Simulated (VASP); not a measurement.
Runs of VASP 6.6.1 on SnSe. It takes space group Fm-3m (No. 225, cubic). Conventional cell: a = 6.020 Å, b = 6.020 Å, c = 6.020 Å, α = 90.00°, β = 90.00°, γ = 90.00°. Within 4.0 Å of Sn (site symmetry m-3m) lie 6 Se at 3.01 Å. Within 4.0 Å of Se (site symmetry m-3m) lie 6 Sn at 3.01 Å. 

```tsv
k mesh	gap on the mesh (eV)	pressure (GPa)
3 × 3 × 3	-	-0.6
7 × 7 × 7	-	1.0
5 × 5 × 5	-	0.7
2 × 2 × 2	0.63	(a)
8 × 8 × 8	0.58	(b)
```

Alike in all rows: task single point; level PBE; potentials or basis VASP PAW PBE potentials, release 64 (Sn_d, Se); no spin polarisation; cell as given; cutoff (eV) 500; smearing gaussian 0.01 eV.

Problem. Fill in the values left out.

Solution. (a) -0.7; (b) 0.9.

Caveats: some runs use coarse meshes; spin-orbit coupling is left out, which moves the levels of the heavy elements; semilocal functionals underestimate gaps, and a narrow one can read as zero (at least some runs).

A k mesh can miss the band edges, and the runs leave out spin-orbit coupling on Se, Sn.
